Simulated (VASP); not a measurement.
A run of VASP 6.6.1 is set up as follows.

File INCAR:

```
SYSTEM = WS2
ALGO = Normal
EDIFF = 1E-7
ENCUT = 520
GGA = PS
ISIF = 2
ISMEAR = 0
LASPH = .True.
LCHARG = .True.
LELF = .True.
LREAL = .False.
LVHAR = .True.
LWAVE = .False.
NBANDS = 20
NELM = 100
PREC = Accurate
SIGMA = 0.02
```

Contents of KPOINTS:

```
k-points
0
Gamma
  12 12 2
  0 0 0
```

POSCAR

```
WS2
1.0
    3.1457762235      0.0000000000      0.0000000000
   -1.5728881118      2.7243221242      0.0000000000
    0.0000000000      0.0000000000     16.9534210520
W S
1 2
Direct
    0.3333333333      0.6666666667      0.0000000000
    0.6666666667      0.3333333333      0.9075761489
    0.6666666667      0.3333333333      0.0924238511
```

Potentials or basis: VASP PAW PBE potentials, release 64 (W_sv, S).

Launch:

```console
$ cat potpaw_PBE.64/W_sv/POTCAR potpaw_PBE.64/S/POTCAR > POTCAR
$ mpirun -np 1 vasp_std > vasp.out
```

Question: What does it give for the band gap on the k mesh?

Answer: 1.94 eV, direct.

Question: Estimate the largest force.

Answer: 0.021 eV/Å.

Forces in eV/Å, atoms in the order of the input:
```
W    0.000  0.000  0.000
S    0.000  0.000 -0.021
S    0.000  0.000  0.021
```

Caveat: the PAW data sets were made with another functional, which shifts forces and pressure a little; spin-orbit coupling is left out, which moves the levels of the heavy elements.
